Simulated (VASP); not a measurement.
# Nb (Im-3m) in VASP: further runs

Aim: see how the results for Nb move with the level of theory and the settings. Levels: PBE, r2SCAN. Tasks: single point, relaxation of cell and atoms.

Everything below comes from runs of VASP 6.6.1. Logs are shortened: lines on timing, memory, paths and dates and some standing lists are left out, and cuts for length are marked.

## (1) The cell of the first run

Symmetry: Im-3m, No. 229, cubic system. Conventional cell: a = 3.304 Å, b = 3.304 Å, c = 3.304 Å, α = 90.00°, β = 90.00°, γ = 90.00°. Within 3.8 Å of Nb (site symmetry m-3m) lie 14 Nb at 2.86 to 3.30 Å.

## (2) Single point, PBE

Input file INCAR:

```
SYSTEM = Nb
PREC = Accurate
ENCUT = 520
EDIFF = 1E-6
ISMEAR = -1
SIGMA = 0.02
LREAL = .False.
LASPH = .True.
NELM = 80
ALGO = Normal
ISIF = 2
LWAVE = .False.
LCHARG = .False.
GGA = PE
NBANDS = 12
```

Input file KPOINTS:

```
regular mesh
0
Gamma
  10 10 10
  0 0 0
```

Input file POSCAR:

```
Nb
1.0
   -1.6521128878      1.6521128878      1.6521128878
    1.6521128878     -1.6521128878      1.6521128878
    1.6521128878      1.6521128878     -1.6521128878
Nb
1
Direct
    0.0000000000      0.0000000000      0.0000000000
```

Potentials or basis: VASP PAW PBE potentials, release 64 (Nb_sv).

Run with:

```
$ cat potpaw_PBE.64/Nb_sv/POTCAR > POTCAR
$ mpirun -np 1 vasp_std > vasp.out
```

OUTCAR:

```text
SYSTEM = Nb
   PREC = Accurate
   ENCUT = 520
   EDIFF = 1E-6
   ISMEAR = -1
   LREAL = .False.
   LASPH = .True.
   NELM = 80
   ISIF = 2
   GGA = PE

 ion  position               nearest neighbor table
   1  0.000  0.000  0.000-

  LATTYP: Found a body centered cubic cell.
 ALAT       =     3.3042257756

  Lattice vectors:

 A1 = (  -1.6521128878,   1.6521128878,   1.6521128878)
 A2 = (   1.6521128878,  -1.6521128878,   1.6521128878)
 A3 = (   1.6521128878,   1.6521128878,  -1.6521128878)

Analysis of symmetry for initial positions (statically):
=====================================================================
 Subroutine PRICEL returns:
 Original cell was already a primitive cell.

 Routine SETGRP: Setting up the symmetry group for a
 body centered cubic supercell.

 Subroutine GETGRP returns: Found 48 space group operations
 (whereof 48 operations were pure point group operations)
 out of a pool of 48 trial point group operations.

The static configuration has the point symmetry O_h .

Analysis of symmetry for dynamics (positions and initial velocities):
=====================================================================
 Subroutine PRICEL returns:
 Original cell was already a primitive cell.

 Routine SETGRP: Setting up the symmetry group for a
 body centered cubic supercell.

 Subroutine GETGRP returns: Found 48 space group operations
 (whereof 48 operations were pure point group operations)
 out of a pool of 48 trial point group operations.

The dynamic configuration has the point symmetry O_h .

 Subroutine INISYM returns: Found 48 space group operations
 (whereof 48 operations are pure point group operations),
 and found     1 'primitive' translations

----------------------------------------------------------------------------------------

                                     Primitive cell

  volume of cell :      18.0376

  direct lattice vectors                    reciprocal lattice vectors
    -1.652112888  1.652112888  1.652112888     0.000000000  0.302642757  0.302642757
     1.652112888 -1.652112888  1.652112888     0.302642757  0.000000000  0.302642757
     1.652112888  1.652112888 -1.652112888     0.302642757  0.302642757  0.000000000

  length of vectors
     2.861543462  2.861543462  2.861543462     0.428001492  0.428001492  0.428001492

[... 76 lines left out ...]
   ENCUT  =  520.0 eV  38.22 Ry    6.18 a.u.   5.32  5.32  5.32*2*pi/ulx,y,z
   NELM   =     80;   NELMIN=  2; NELMDL= -5     # of ELM steps
   EDIFF  = 0.1E-05   stopping-criterion for ELM
   LREAL  =      F    real-space projection
   EDIFFG = 0.1E-04   stopping-criterion for IOM
   NSW    =      0    number of steps for IOM
   IBRION =     -1    ionic relax: 0-MD 1-quasi-New 2-CG
   NFREE  =      0    steps in history (QN), initial steepest desc. (CG)
   ISIF   =      2    stress and relaxation
   ISYM   =      2    0-nonsym 1-usesym 2-fastsym
   POTIM  = 0.5000    time-step for ionic-motion
   TEBEG  =    0.0;   TEEND  =   0.0 temperature during run
   PSTRESS=    0.0 pullay stress
   NELECT =      13.0000    total number of electrons
   NUPDOWN=      -1.0000    fix difference up-down
   EMIN   =  10.00;   EMAX   =-10.00  energy-range for DOS
   EFERMI =   0.00;   METHOD = LEGACY
   ISMEAR =    -1;   SIGMA  =   0.02  broadening in eV -4-tet -1-fermi 0-gaus
   EFERMI_NEDOS =   21; number of points for ismear=-14 and -15
   IALGO  =     38    algorithm
   IMIX   =      4    mixing-type and parameters
     AMIX     =   0.40;   BMIX     =  1.00
     AMIX_MAG =   1.60;   BMIX_MAG =  1.00
  volume/ion in A,a.u.               =      18.04       121.72
  Fermi-wavevector in a.u.,A,eV,Ry     =   1.467787  2.773714 29.312355  2.154397
  Thomas-Fermi vector in A             =   2.583362
   LORBIT       =      0    0 simple, 1 ext, 2 COOP (PROOUT), +10 PAW based schemes
   GGA     = PE    functional components
   LHFCALC =     F    Hartree Fock is set to
   AEXX    =    0.0000 exact exchange contribution
   IVDW    =     0    specifies the selected vdW correction
   LEPSILON=     F    determine dielectric tensor
   LRPA    =     F    only Hartree local field effects (RPA)
 non-spin polarized calculation
  energy-cutoff  :      520.00
  volume of cell :       18.04
 maximum number of plane-waves:       498
 NGX is ok and might be reduce to    24
   NGX = 11   NGY = 11   NGZ = 11

 number of electron      13.0000000 magnetization

 Free energy of the ion-electron system (eV)
  ---------------------------------------------------
  ext. energy  EPLUGINS =         0.00000000
  ---------------------------------------------------
  free energy    TOTEN  =       -10.19399473 eV

  energy without entropy =      -10.19248847  energy(sigma->0) =      -10.19324160

 E-fermi :  11.1675     XC(G=0): -12.4923

 val. band max:       11.1479640913   @ k =   0.2000   0.0000   0.0000
 cond. band min:      11.2129659938   @ k =  -0.2000   0.2000   0.1000
 fundamental gap:      0.0650019025
 Fermi energy:        11.1674870239

 k-point     1 :       0.0000    0.0000    0.0000
  band No.  band energies     occupation
      1     -43.2038      2.00000
      2     -18.5048      2.00000
      3     -18.5048      2.00000
      4     -18.5048      2.00000
      5       5.2176      2.00000
      6      11.5297      0.00000
      7      11.5297      0.00000
      8      11.5297      0.00000
      9      14.4348      0.00000
     10      14.4348      0.00000
     11      25.3759      0.00000
     12      25.3759      0.00000
[... 331 lines left out ...]
 k-point    24 :      -0.3000    0.3000    0.1000
  band No.  band energies     occupation
      1     -43.0268      2.00000
      2     -19.3923      2.00000
      3     -18.8345      2.00000
      4     -18.6129      2.00000
      5       7.8524      2.00000
      6      10.4873      2.00000
      7      10.8819      2.00000
      8      13.2524      0.00000
      9      14.6107      0.00000
     10      15.3737      0.00000
     11      25.0010      0.00000
     12      26.8383      0.00000

 [... further k-points ...]
[... 5 lines left out ...]
  --------------------------------------------------------------------------------------
  -------------------------------------------------------------------------------------
  Total        0.1126011      0.1126011      0.1126011      0.0000000      0.0000000     -0.0000000
  in kB       10.0017100     10.0017100     10.0017100      0.0000000      0.0000000     -0.0000000
  external PRESSURE =      10.0017100 kB  Pullay stress =       0.0000000 kB

 VOLUME and BASIS-vectors are now :
 -----------------------------------------------------------------------------
  energy-cutoff  :      520.00
  volume of cell :       18.04
      direct lattice vectors                 reciprocal lattice vectors
    -1.652112888  1.652112888  1.652112888     0.000000000  0.302642757  0.302642757
     1.652112888 -1.652112888  1.652112888     0.302642757  0.000000000  0.302642757
     1.652112888  1.652112888 -1.652112888     0.302642757  0.302642757  0.000000000

 POSITION                                       TOTAL-FORCE (eV/Angst)
 -----------------------------------------------------------------------------------
      0.00000      0.00000      0.00000        -0.000000     -0.000000      0.000000
 -----------------------------------------------------------------------------------
    total drift:                                0.000000      0.000000      0.000000

  FREE ENERGIE OF THE ION-ELECTRON SYSTEM (eV)
  ---------------------------------------------------
  free  energy   TOTEN  =       -10.1939947313 eV

  energy  without entropy=      -10.1924884737  energy(sigma->0) =      -10.19324160
```

OSZICAR:

```text
N       E                     dE             d eps       ncg     rms          rms(c)
DAV:   1     0.116137552724E+03    0.11614E+03   -0.72439E+03  1144   0.109E+03
DAV:   2    -0.563395969226E+01   -0.12177E+03   -0.11748E+03  1220   0.386E+02
DAV:   3    -0.102462064637E+02   -0.46122E+01   -0.43815E+01  1588   0.666E+01
DAV:   4    -0.105963673778E+02   -0.35016E+00   -0.34467E+00  1620   0.163E+01
DAV:   5    -0.106133853408E+02   -0.17018E-01   -0.17007E-01  1616   0.282E+00    0.709E+00
DAV:   6    -0.102289055308E+02    0.38448E+00   -0.59065E-01  1788   0.985E+00    0.244E+00
DAV:   7    -0.101887946339E+02    0.40111E-01   -0.16307E-01  1860   0.509E+00    0.921E-01
DAV:   8    -0.101940625194E+02   -0.52679E-02   -0.14941E-02  1368   0.167E+00    0.141E-01
DAV:   9    -0.101939934416E+02    0.69078E-04   -0.10074E-03  1512   0.293E-01    0.536E-02
DAV:  10    -0.101940038343E+02   -0.10393E-04   -0.42644E-05  1408   0.700E-02    0.167E-02
DAV:  11    -0.101939947503E+02    0.90839E-05   -0.69159E-06  1488   0.447E-02    0.414E-03
DAV:  12    -0.101939947313E+02    0.19053E-07   -0.17409E-07   800   0.591E-03
   1 F= -.10193995E+02 E0= -.10193242E+02  d E =-.150626E-02
```

Run time: 8.4 s. Hardware: 1 thread of Intel Xeon 6975P-C (Granite Rapids), shared host; peak memory 0.13 GiB.

What came out:

| Property | Result |
| --- | --- |
| Free energy | -10.1940 eV |
| Pressure | 1.0 GPa |

## (3) Single point, PBE

This run uses another cell than the first one, of 18.17 Å³/atom, 1.007 times its volume.

Input file INCAR:

```
ALGO     = Normal         # electronic algorithm
EDIFF    = 1E-6           # SCF threshold, eV
ENCUT    = 500            # plane-wave cutoff, eV
GGA      = PE             # functional
GGA_COMPAT= False        
ISIF     = 2              # what is computed and relaxed
ISMEAR   = -1             # smearing method
LASPH    = True           # aspherical terms in the spheres
LCHARG   = False          # write CHGCAR
LREAL    = False          # projectors in reciprocal space
LWAVE    = False          # write WAVECAR
NBANDS   = 12             # bands
NELM     = 120            # most SCF steps
PREC     = Accurate       # precision mode
SIGMA    = 0.02           # smearing width, eV
```

Input file KPOINTS:

```
k-points
0
Gamma
  10 10 10
```

Input file POSCAR:

```
Nb
1.0
   -1.6561931756      1.6561931756      1.6561931756
    1.6561931756     -1.6561931756      1.6561931756
    1.6561931756      1.6561931756     -1.6561931756
Nb
1
Direct
    0.0000000000      0.0000000000      0.0000000000
```

Potentials or basis: VASP PAW PBE potentials, release 64 (Nb_sv).

Run with:

```
$ cat potpaw_PBE.64/Nb_sv/POTCAR > POTCAR
$ mpirun -np 1 vasp_std > vasp.out
```

It took 10 s on 1 thread of Intel Xeon Platinum 8488C (Sapphire Rapids), shared host; peak memory 0.14 GiB.

The run converged. Its results:

* Free energy: -10.1942 eV
* Pressure: -0.4 GPa

Levels at points of the mesh, in eV from the Fermi level:
| k point | band 4 | band 5 | band 6 | band 7 | band 8 | band 9 |
| --- | --- | --- | --- | --- | --- | --- |
| (0.00, 0.00, 0.00) | -29.70 | -5.94 | 0.36 | 0.36 | 0.36 | 3.24 |
| (0.50, 0.00, 0.00) | -29.71 | -3.70 | -1.64 | 2.23 | 3.27 | 3.94 |
| (0.50, 0.50, 0.50) | -30.61 | -3.68 | -3.68 | 5.54 | 5.54 | 5.54 |

## (4) Single point, r2SCAN

Input file POSCAR:

```
Nb
1.0
   -1.6521128878      1.6521128878      1.6521128878
    1.6521128878     -1.6521128878      1.6521128878
    1.6521128878      1.6521128878     -1.6521128878
Nb
1
Direct
    0.0000000000      0.0000000000      0.0000000000
```

Input file INCAR.step1:

```
PREC = Accurate
ENCUT = 550
ISMEAR = -1
SIGMA = 0.02
LREAL = False
LASPH = True
NELM = 120
NBANDS = 12
GGA = PE
ALGO = Normal
EDIFF = 1E-5
LWAVE = True
LCHARG = False
GGA_COMPAT = False
```

Input file INCAR.step2:

```
PREC = Accurate
ENCUT = 550
EDIFF = 1E-6
ISMEAR = -1
SIGMA = 0.02
LREAL = False
LASPH = True
NELM = 120
ALGO = Normal
ISIF = 2
LWAVE = False
LCHARG = False
METAGGA = R2SCAN
LMIXTAU = True
NBANDS = 12
ISTART = 1
GGA_COMPAT = False
```

Input file KPOINTS:

```
Automatic mesh
0
Gamma
  10 10 10
```

Run with:

```
$ cat potpaw_PBE.64/Nb_sv/POTCAR > POTCAR
$ cp INCAR.step1 INCAR
$ mpirun -np 1 vasp_std > vasp.out
$ cp INCAR.step2 INCAR
$ mpirun -np 1 vasp_std > vasp.out
```

It took 47 s on 1 thread of Intel Xeon Platinum 8488C (Sapphire Rapids), shared host; peak memory 0.14 GiB.

The run converged. Its results:

* Free energy: -24.8194 eV
* Pressure: -0.2 GPa

Levels at points of the mesh, in eV from the Fermi level:
```tsv
k point	band 2	band 3	band 4	band 5	band 6	band 7	band 8	band 9	band 10	band 11
(0.00, 0.00, 0.00)	-30.72	-30.72	-30.72	-6.32	0.41	0.41	0.41	3.54	3.54	14.84
(0.50, 0.00, 0.00)	-32.16	-31.17	-30.74	-3.93	-1.74	2.21	3.55	4.28	6.62	12.11
(0.50, 0.50, 0.50)	-31.70	-31.70	-31.70	-3.91	-3.91	5.83	5.83	5.83	9.48	9.48
```

Caveat: the PAW data sets were made with another functional, which shifts forces and pressure a little.

## (5) Relaxation of cell and atoms, PBE

This run uses another cell than the first one, of 18.43 Å³/atom, 1.022 times its volume.

Input file INCAR:

```
SYSTEM = Nb
ALGO = Normal ; EDIFF = 1E-7
EDIFFG = -0.005 ; ENCUT = 500
GGA = PE ; GGA_COMPAT = .False.
IBRION = 2 ; ISIF = 3
ISMEAR = -1 ; LASPH = .True.
LCHARG = .False. ; LREAL = .False.
LWAVE = .False. ; NELM = 120
NELMIN = 4 ; NSW = 80
PREC = Accurate ; SIGMA = 0.02
```

Input file KPOINTS:

```
k-points
0
Gamma
  10 10 10
  0 0 0
```

Input file POSCAR:

```
Nb
1.0
   -1.6639500000      1.6639500000      1.6639500000
    1.6639500000     -1.6639500000      1.6639500000
    1.6639500000      1.6639500000     -1.6639500000
Nb
1
Direct
    0.0000000000      0.0000000000      0.0000000000
```

Run with:

```
$ cat potpaw_PBE.64/Nb_sv/POTCAR > POTCAR
$ mpirun -np 1 vasp_std > vasp.out
```

It took 31 s on 1 thread of Intel Xeon Platinum 8488C (Sapphire Rapids), shared host; peak memory 0.15 GiB.

The run converged. Its results:

```
Free energy                            : -10.1945 eV
Relaxed volume                         : 18.14 Å³/atom
Relaxed cell                           : a = 2.867 Å, b = 2.867 Å, c = 2.867 Å, α = 109.47°, β = 109.47°, γ = 109.47°
Space group after relaxing (to 0.05 Å) : Im-3m (No. 229)
Energy gained by relaxing              : 2.6 meV/atom
Ionic steps                            : 3
Pressure after relaxing                : 0.0 GPa
```

Step by step:
| step | energy change (eV) | largest force (eV/Å) | pressure (GPa) | volume (Å³) |
| --- | --- | --- | --- | --- |
| 1 | 0.0000 | 0.0000 | -2.75 | 18.43 |
| 2 | 0.0064 | 0.0000 | 5.43 | 17.60 |
| 3 | -0.0026 | 0.0000 | -0.04 | 18.14 |

Final structure:
```yaml
crystal:
  lattice:
    - [-1.65516, 1.65516, 1.65516]
    - [1.65516, -1.65516, 1.65516]
    - [1.65516, 1.65516, -1.65516]
  atoms:
    - { symbol: Nb, position: [0.00000, 0.00000, 0.00000] }
```

Levels at points of the mesh, in eV from the Fermi level:
| k point | band 3 | band 4 | band 5 | band 6 | band 7 | band 8 | band 9 | band 10 |
| --- | --- | --- | --- | --- | --- | --- | --- | --- |
| (0.00, 0.00, 0.00) | -29.69 | -29.69 | -5.94 | 0.36 | 0.36 | 0.36 | 3.25 | 3.25 |
| (0.50, 0.00, 0.00) | -30.11 | -29.71 | -3.70 | -1.65 | 2.24 | 3.27 | 3.95 | 6.31 |
| (0.50, 0.50, 0.50) | -30.60 | -30.60 | -3.69 | -3.69 | 5.55 | 5.55 | 5.55 | 9.01 |

## (6) Relaxation of cell and atoms, r2SCAN

This run uses another cell than the first one, of 18.17 Å³/atom, 1.007 times its volume.

Input file POSCAR:

```
Nb
1.0
   -1.6561931756      1.6561931756      1.6561931756
    1.6561931756     -1.6561931756      1.6561931756
    1.6561931756      1.6561931756     -1.6561931756
Nb
1
Direct
    0.0000000000      0.0000000000      0.0000000000
```

Input file INCAR.step1:

```
SYSTEM = Nb
PREC = Accurate
ENCUT = 550
ISMEAR = -1
SIGMA = 0.02
LREAL = .FALSE.
LASPH = .TRUE.
NELM = 120
GGA = PE
ALGO = Normal
EDIFF = 1E-5
LWAVE = .TRUE.
LCHARG = .FALSE.
GGA_COMPAT = .FALSE.
IBRION = 2
ISIF = 3
EDIFFG = -0.005
NELMIN = 4
NSW = 100
```

Input file INCAR.step2:

```
SYSTEM = Nb
PREC = Accurate
ENCUT = 550
EDIFF = 1E-7
ISMEAR = -1
SIGMA = 0.02
LREAL = .FALSE.
LASPH = .TRUE.
NELM = 120
ALGO = Normal
ISIF = 3
LWAVE = .FALSE.
LCHARG = .FALSE.
METAGGA = R2SCAN
LMIXTAU = .TRUE.
IBRION = 2
NSW = 80
EDIFFG = -0.005
ISTART = 1
GGA_COMPAT = .FALSE.
NELMIN = 4
```

Input file KPOINTS:

```
Automatic mesh
0
G
  10 10 10
  0 0 0
```

Potentials or basis: VASP PAW PBE potentials, release 64 (Nb_sv).

Run with:

```
$ cat potpaw_PBE.64/Nb_sv/POTCAR > POTCAR
$ cp INCAR.step1 INCAR
$ mpirun -np 1 vasp_std > vasp.out
$ cp INCAR.step2 INCAR
$ mpirun -np 1 vasp_std > vasp.out
```

It took 2.2 min on 1 thread of Intel Xeon Platinum 8488C (Sapphire Rapids), shared host; peak memory 0.15 GiB.

Results (log left out):

| Property | Result |
| --- | --- |
| Free energy | -24.8195 eV |
| Relaxed volume | 18.02 Å³/atom |
| Relaxed cell | a = 2.861 Å, b = 2.861 Å, c = 2.861 Å, α = 109.47°, β = 109.47°, γ = 109.47° |
| Space group after relaxing (to 0.05 Å) | Im-3m (No. 229) |
| Energy gained by relaxing | 0.7 meV/atom |
| Ionic steps | 3 |
| Pressure after relaxing | 0.0 GPa |

Step by step:
```
step  energy change (eV)  largest force (eV/Å)  pressure (GPa)  volume (Å³)
   1              0.0000                0.0000           -1.44        18.17
   2              0.0017                0.0000            2.87        17.74
   3             -0.0007                0.0000            0.00        18.02
```

Final structure:
```
CELL_PARAMETERS angstrom
-1.65161 1.65161 1.65161
1.65161 -1.65161 1.65161
1.65161 1.65161 -1.65161
ATOMIC_POSITIONS crystal
Nb 0.00000 0.00000 0.00000
```

Levels at points of the mesh, in eV from the Fermi level:
| k point | band 3 | band 4 | band 5 | band 6 | band 7 | band 8 | band 9 | band 10 |
| --- | --- | --- | --- | --- | --- | --- | --- | --- |
| (0.00, 0.00, 0.00) | -30.72 | -30.72 | -6.32 | 0.41 | 0.41 | 0.41 | 3.54 | 3.54 |
| (0.50, 0.00, 0.00) | -31.17 | -30.73 | -3.94 | -1.74 | 2.21 | 3.55 | 4.28 | 6.63 |
| (0.50, 0.50, 0.50) | -31.70 | -31.70 | -3.91 | -3.91 | 5.83 | 5.83 | 5.83 | 9.49 |

Caveat: the PAW data sets were made with another functional, which shifts forces and pressure a little.

## (7) The runs side by side

```csv
task,level,cell,cutoff (eV),gap on the mesh (eV),pressure (GPa),relaxed volume (Å³/atom)
single point,PBE,"a = 2.862 Å, angles 109.5°, 1 atom",520,none,1.0,-
single point,PBE,"a = 2.869 Å, angles 109.5°, 1 atom",500,none,-0.4,-
single point,r2SCAN,"a = 2.862 Å, angles 109.5°, 1 atom",550,none,-0.2,-
relaxation of cell and atoms,PBE,"relaxed from a = 2.882 Å, angles 109.5°, 1 atom",500,none,0.0,18.14
relaxation of cell and atoms,r2SCAN,"relaxed from a = 2.869 Å, angles 109.5°, 1 atom",550,none,0.0,18.02
```

Alike in all rows: potentials or basis VASP PAW PBE potentials, release 64 (Nb_sv); no spin polarisation; k mesh 10 × 10 × 10; smearing fermi-dirac 0.02 eV.

Caveats: the PAW data sets were made with another functional, which shifts forces and pressure a little (some runs).

Total energies depend on the potentials used, so only differences within one code and one set of settings carry meaning.
